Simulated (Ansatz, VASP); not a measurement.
**One calculation of H, two programs**

The input INCAR:

```
SYSTEM = H
PREC = Accurate ; ENCUT = 400
EDIFF = 1E-8 ; ISMEAR = -1
SIGMA = 0.05 ; LREAL = .FALSE.
LASPH = .TRUE. ; NELM = 120
ALGO = Normal ; ISIF = 2
LWAVE = .FALSE. ; LCHARG = .FALSE.
GGA = PE ; LEFG = .TRUE.
NBANDS = 8 ; GGA_COMPAT = .FALSE.
```

Contents of KPOINTS:

```
regular mesh
0
G
  14 14 14
  0 0 0
```

Contents of POSCAR:

```
H
1.0
    0.0000000000      1.5059440058      1.5059440058
    1.5059440058      0.0000000000      1.5059440058
    1.5059440058      1.5059440058      0.0000000000
H
2
Direct
    0.0000000000      0.0000000000      0.0000000000
    0.2666008828      0.2666008828      0.2333991172
```

Input for Ansatz:

```yaml
crystal:
  lattice:
    - [0.0, 1.5059440058, 1.5059440058]
    - [1.5059440058, 0.0, 1.5059440058]
    - [1.5059440058, 1.5059440058, 0.0]
  atoms:
    - { symbol: H, position: [0.0, 0.0, 0.0] }
    - { symbol: H, position: [0.2666008828, 0.2666008828, 0.2333991172] }
kpoints:
  mp_grid: { grid: [14, 14, 14] }
scf:
  occupations: { method: fermi_dirac, width: 0.05 }
hamiltonian:
  xc: pbe
  pseudopotentials: { kind: paw }
output:
  forces: true
  stress: true
  eigenvalues: true
  efg: { contact_densities: true }
```

Alike in both runs: task electric field gradients; functional PBE; k mesh 14 × 14 × 14; occupations fermi-dirac, width 0.05 eV; no spin polarisation.

|  | VASP | Ansatz |
| --- | --- | --- |
| version | VASP 6.6.1 | Ansatz 0.2.0 |
| potentials or method | VASP PAW PBE potentials, release 64 (H) | PAW with Ansatz's default frozen-core files, scalar-relativistic |
| plane-wave cutoff (eV) | 400 | 420 |
| valence electrons in the cell | 2 | 2 |

Ansatz gave:

| Property | Result |
| --- | --- |
| pressure (GPa) | 0.1 |
| traceless stress, the component that is largest in VASP (GPa) | 7.31 |
| rms of the force components (eV/Å) | 0.124 |
| size of Vzz on the site where it differs most (V/Å²) | 0.2 |

**Question.** Estimate VASP's values.

**Answer.** Pressure (GPa): -2.0; traceless stress, the component that is largest in VASP (GPa): 7.28; rms of the force components (eV/Å): 0.126; size of Vzz on the site where it differs most (V/Å²): 0.2.

Atom by atom the forces differ by 0.002 eV/Å (rms over components).
